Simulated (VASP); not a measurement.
Write the native input for VASP 6.6.1 that does the following.

* Task: single point
* Functional: r2SCAN
* Potentials or basis: VASP PAW PBE potentials, release 64 (Ba_sv, Ti_sv, O)
* Cutoff: 520 eV
* k mesh: 6 × 6 × 6
* Occupations: gaussian, width 0.01 eV
* Spin: no spin polarisation
* Dipole correction: no
* Further INCAR settings: ALGO = Normal; EDIFF = 1e-06; NBANDS = 28

Crystal: BaTiO3.

```
CELL_PARAMETERS angstrom
4.01170 0.00000 0.00000
0.00000 4.01170 0.00000
0.00000 0.00000 4.15295
ATOMIC_POSITIONS crystal
Ba 0.00000 0.00000 0.99564
Ti 0.50000 0.50000 0.47753
O 0.50000 0.50000 0.03455
O 0.50000 0.00000 0.51764
O 0.00000 0.50000 0.51764
```

This cell differs from its parent crystal: volume changed by +3%.

These files were run (other wordings do the same):

POSCAR

```
BaTiO3
1.0
    4.0116980383      0.0000000000      0.0000000000
    0.0000000000      4.0116980383      0.0000000000
    0.0000000000      0.0000000000      4.1529464555
Ba Ti O
1 1 3
Direct
    0.0000000000      0.0000000000     -0.0043576223
    0.5000000000      0.5000000000      0.4775257951
    0.5000000000      0.5000000000      0.0345450507
    0.5000000000      0.0000000000      0.5176433883
    0.0000000000      0.5000000000      0.5176433883
```

INCAR.step1

```
SYSTEM = BaTiO3
ALGO = Normal ; EDIFF = 1E-4
ENCUT = 520 ; GGA = PE
ISMEAR = 0 ; LASPH = .True.
LCHARG = .False. ; LREAL = .False.
LWAVE = .True. ; NBANDS = 28
NELM = 60 ; PREC = Accurate
SIGMA = 0.01
```

INCAR.step2

```
SYSTEM = BaTiO3
ALGO = Normal ; EDIFF = 1E-6
ENCUT = 520 ; ISIF = 2
ISMEAR = 0 ; ISTART = 1
LASPH = .True. ; LCHARG = .False.
LMIXTAU = .True. ; LREAL = .False.
LWAVE = .False. ; METAGGA = R2SCAN
NBANDS = 28 ; NELM = 60
PREC = Accurate ; SIGMA = 0.01
```

KPOINTS

```
k-points
0
Gamma
  6 6 6
  0 0 0
```

Potentials or basis: VASP PAW PBE potentials, release 64 (Ba_sv, Ti_sv, O).

Launch:

```sh
$ cat potpaw_PBE.64/Ba_sv/POTCAR potpaw_PBE.64/Ti_sv/POTCAR potpaw_PBE.64/O/POTCAR > POTCAR
$ cp INCAR.step1 INCAR
$ mpirun -np 1 vasp_std > vasp.out
$ cp INCAR.step2 INCAR
$ mpirun -np 1 vasp_std > vasp.out
```

Results of the run:

| Quantity | Value |
| --- | --- |
| Pressure | -3.1 GPa |
| Largest force | 0.194 eV/Å |
| Band gap on the k mesh | 2.14 eV, indirect (least direct gap 2.65 eV) |

Caveat: the PAW data sets were made with another functional, which shifts forces and pressure a little; spin-orbit coupling is left out, which moves the levels of the heavy elements.

It took 2.8 min on 1 thread of Intel(R) Xeon(R) 6975P-C (Granite Rapids), on a shared host, peak memory 0.22 GiB.
